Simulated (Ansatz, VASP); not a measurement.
# Be: VASP beside Ansatz

```
CELL_PARAMETERS angstrom
2.26270 0.00000 0.00000
-1.13135 1.95955 0.00000
0.00000 0.00000 3.56674
ATOMIC_POSITIONS crystal
Be 0.33333 0.66667 0.25000
Be 0.66667 0.33333 0.75000
```

Alike in both runs: functional PBE; k mesh 21 × 21 × 12; occupations gaussian, width 0.1 eV; no spin polarisation.

Ansatz relaxed the structure, and its values are those at the end. VASP's run is a single point on that final structure, the one shown.

```csv
,VASP,Ansatz
version,VASP 6.6.1,Ansatz 0.2.0
potentials or method,"VASP PAW PBE potentials, release 64 (Be), cutoff 520 eV","scalar-relativistic, plane waves, PAW"
valence electrons in the cell,4,4
```

|  | VASP | Ansatz | Ansatz less VASP |
| --- | --- | --- | --- |
| gap on the k mesh at the Fermi level (eV) | none | none | - |
| pressure (GPa) | 0.1 | 0.0 | -0.16 |

A gap of «none» marks a metal or a gap that the smearing closes. With one functional, cell and mesh, what is left measures potentials, basis and numerics.
